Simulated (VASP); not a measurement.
A run of VASP 6.6.1:

The input INCAR:

```
SYSTEM = AlCo
ALGO = Normal
EDIFF = 1E-6
ENCUT = 690
GGA = PE
GGA_COMPAT = .False.
ISIF = 2
ISMEAR = -1
LASPH = .True.
LCHARG = .False.
LREAL = .False.
LWAVE = .False.
NBANDS = 28
NELM = 120
PREC = Accurate
SIGMA = 0.08
```

The input KPOINTS:

```
k-points
0
Gamma
  12 12 7
  0 0 0
```

File POSCAR:

```
AlCo
1.0
    2.4403736197      0.0000000000      0.0000000000
   -1.2201868099      2.1134255494      0.0000000000
    0.0000000000      0.0000000000      7.0472211633
Co Al
2 2
Direct
    0.0000000000      0.0000000000      0.0000000000
    0.0000000000      0.0000000000      0.5000000000
    0.3333333333      0.6666666667      0.2500000000
    0.6666666667      0.3333333333      0.7500000000
```

Potentials or basis: VASP PAW PBE potentials, release 64 (Co_sv, Al).

Launch:

```console
$ cat potpaw_PBE.64/Co_sv/POTCAR potpaw_PBE.64/Al/POTCAR > POTCAR
$ mpirun -np 1 vasp_std > vasp.out
```

Hardware: 1 thread of Intel(R) Xeon(R) Platinum 8259CL CPU @ 2.50GHz (Skylake/Cascade Lake), with other jobs on the host.

Problem. How long does it take, and how much memory?

Solution. Wall time 97 s on 1 thread of Intel(R) Xeon(R) Platinum 8259CL CPU @ 2.50GHz (Skylake/Cascade Lake) (shared host), peak memory 0.24 GiB. Counts: scf iterations 14, k points 76.
